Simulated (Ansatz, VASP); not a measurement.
**Two plane-wave programs on ZrOs**

```
Zr Os
1.0
     3.26300    0.00000    0.00000
     0.00000    3.26300    0.00000
     0.00000    0.00000    3.26300
Zr Os
1 1
Direct
  0.50000 0.50000 0.50000
  0.00000 0.00000 0.00000
```

Alike in both runs: task relaxation of cell and atoms; functional LDA; k mesh 14 × 14 × 14; occupations gaussian, width 0.1 eV; no spin polarisation.

|  | VASP | Ansatz |
| --- | --- | --- |
| version | VASP 6.6.1 | Ansatz 0.2.0 |
| potentials or method | VASP PAW LDA potentials, release 64 (Zr_sv, Os), cutoff 600 eV | scalar-relativistic, plane waves, PAW |
| valence electrons in the cell | 20 | 28 |

|  | VASP | Ansatz | Ansatz less VASP |
| --- | --- | --- | --- |
| gap on the k mesh at the Fermi level, each at its own relaxed structure (eV) | none | none | - |
| relaxed volume (Å³/atom) | 16.84 | 16.80 | -0.038 |
| relaxed cell length with the largest relative difference (Å) | 3.229 | 3.227 | -0.0024 |

LDA's correlation is that of Perdew and Zunger in VASP and of Perdew and Wang (1992) in Ansatz. A gap of «none» marks a metal or a gap that the smearing closes. VASP's potentials hold 20 valence electrons a cell and Ansatz's 28, so a difference there can come from the potentials and not from the codes.

Neither program's run includes spin-orbit coupling.
